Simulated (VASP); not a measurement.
Here is a VASP 6.6.1 calculation.

File INCAR:

```
  PREC = Accurate
  ENCUT = 520
  EDIFF = 1E-7
  ISMEAR = -1
  SIGMA = 0.1
  LREAL = False
  LASPH = True
  NELM = 150
  ALGO = Normal
  ISIF = 2
  LWAVE = False
  LCHARG = False
  ISPIN = 2
  MAGMOM = 2 2
  LORBIT = 11
  LMAXMIX = 4
  GGA = PE
  NBANDS = 21
```

Contents of KPOINTS:

```
Automatic mesh
0
Gamma
  14 14 7
```

File POSCAR:

```
Ni
1.0
    0.0000000000      1.8075000000      1.8075000000
    1.8075000000      0.0000000000      1.8075000000
    3.6150000000      3.6150000000      0.0000000000
Ni
2
Direct
    0.0000000000      0.0000000000      0.0000000000
    0.0000000000      0.0000000000      0.5000000000
```

Potentials or basis: VASP PAW PBE potentials, release 64 (Ni).

Command:

```console
$ cat potpaw_PBE.64/Ni/POTCAR > POTCAR
$ mpirun -np 1 vasp_std > vasp.out
```

Q: What does it give for the net moment?

A: 1.28 μB per cell.

Q: What does it give for the pressure?

A: -12.6 GPa.

Q: Predict the site moments.

A: Ni +0.66 μB.

Caveat: the cell stands under tension.
